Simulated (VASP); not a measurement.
Mn3Si, 4 atoms in the cell. The structure is cubic, space group Fm-3m (No. 225). Conventional cell: a = 5.722 Å, b = 5.722 Å, c = 5.722 Å, α = 90.00°, β = 90.00°, γ = 90.00°. Within 3.3 Å of Mn (site symmetry m-3m) lie 8 Mn at 2.48 Å and 6 Si at 2.86 Å. Within 3.3 Å of Mn (site symmetry -43m) lie 10 Mn at 2.48 to 2.86 Å and 4 Si at 2.48 Å. Si (site symmetry m-3m) has 14 Mn at 2.48 to 2.86 Å within 3.3 Å. 

```yaml
Program: VASP 6.6.1
Task: single point
Functional: r2SCAN
Potentials_or_basis: VASP PAW PBE potentials, release 64 (Mn_pv, Si)
Cutoff: 520 eV
k_mesh: 7 × 7 × 7
Occupations: fermi-dirac, width 0.1 eV
Spin: collinear spin, ferromagnetic start
Starting_moments: "[0.847, 0.847, 0.846, 0.0] μB"
Fixed_moment: 2.54 μB
Dipole_correction: no
Further_INCAR_settings: ALGO = Normal; EDIFF = 1e-06; NBANDS = 34
```

Potentials or basis: VASP PAW PBE potentials, release 64 (Mn_pv, Si).

Command:

```bash
$ cat potpaw_PBE.64/Mn_pv/POTCAR potpaw_PBE.64/Si/POTCAR > POTCAR
$ cp INCAR.step1 INCAR
$ mpirun -np 1 vasp_std > vasp.out
$ cp INCAR.step2 INCAR
$ mpirun -np 1 vasp_std > vasp.out
```

Hardware: 1 thread of Intel Xeon 8259CL, with other jobs on the host.

Q: Estimate the wall time of this run.

A: Wall time 8 min on 1 thread of Intel Xeon 8259CL, on a shared host, peak memory 0.22 GiB. Counts: k points 20.
